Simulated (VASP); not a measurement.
**Cl: single point with PBE**

Crystal: Cl.

```
CELL_PARAMETERS angstrom
3.96894 -2.15299 0.00000
3.96894 2.15299 0.00000
0.00000 0.00000 8.32703
ATOMIC_POSITIONS crystal
Cl 0.88618 0.11382 0.10646
Cl 0.61382 0.38618 0.60646
Cl 0.11382 0.88618 0.89354
Cl 0.38618 0.61382 0.39354
```

```
Program                : VASP 6.6.1
Task                   : single point
Functional             : PBE
Potentials or basis    : VASP PAW PBE potentials, release 64 (Cl)
Cutoff                 : 520 eV
k mesh                 : 8 × 8 × 4
Occupations            : gaussian, width 0.02 eV
Spin                   : no spin polarisation
Dipole correction      : no
Further INCAR settings : ALGO = Normal; EDIFF = 1e-06; NBANDS = 22
```

The pressure is -0.3 GPa. The largest force is 0.177 eV/Å and the band gap on the k mesh is 2.35 eV.

Forces on the atoms (eV/Å):
```
Cl   0.000 -0.084 -0.156
Cl   0.000  0.084 -0.156
Cl   0.000  0.084  0.156
Cl   0.000 -0.084  0.156
```

Stress tensor (GPa, compression positive):
```
-0.05  0.00  0.00
 0.00 -0.21  0.00
 0.00  0.00 -0.62
```

Levels at points of the mesh, in eV from the valence-band top:
| k point | band 11 | band 12 | band 13 | band 14 | band 15 | band 16 | band 17 | band 18 |
| --- | --- | --- | --- | --- | --- | --- | --- | --- |
| (0.00, 0.00, 0.00) | -0.80 | -0.35 | -0.20 | 0.00 | 2.35 | 3.08 | 6.18 | 7.06 |
| (0.50, 0.00, 0.00) | -0.52 | -0.52 | -0.31 | -0.31 | 2.93 | 2.93 | 7.96 | 7.96 |
| (0.50, 0.50, 0.00) | -0.84 | -0.83 | -0.21 | -0.03 | 2.42 | 3.04 | 8.47 | 8.63 |
| (0.00, 0.00, 0.50) | -0.59 | -0.59 | -0.17 | -0.17 | 2.66 | 2.66 | 6.73 | 6.73 |
| (0.50, 0.00, 0.50) | -0.37 | -0.37 | -0.13 | -0.13 | 2.74 | 2.74 | 8.13 | 8.13 |
| (0.50, 0.50, 0.50) | -0.61 | -0.61 | -0.41 | -0.41 | 2.69 | 2.69 | 9.07 | 9.07 |

Wall time 54 s on 1 thread of Intel(R) Xeon(R) 6975P-C (Granite Rapids), on a shared host, peak memory 0.33 GiB.

Caveat: this functional lacks dispersion, which holds the molecules together, so the pressure and a relaxed volume are unreliable. A k mesh can miss the band edges.
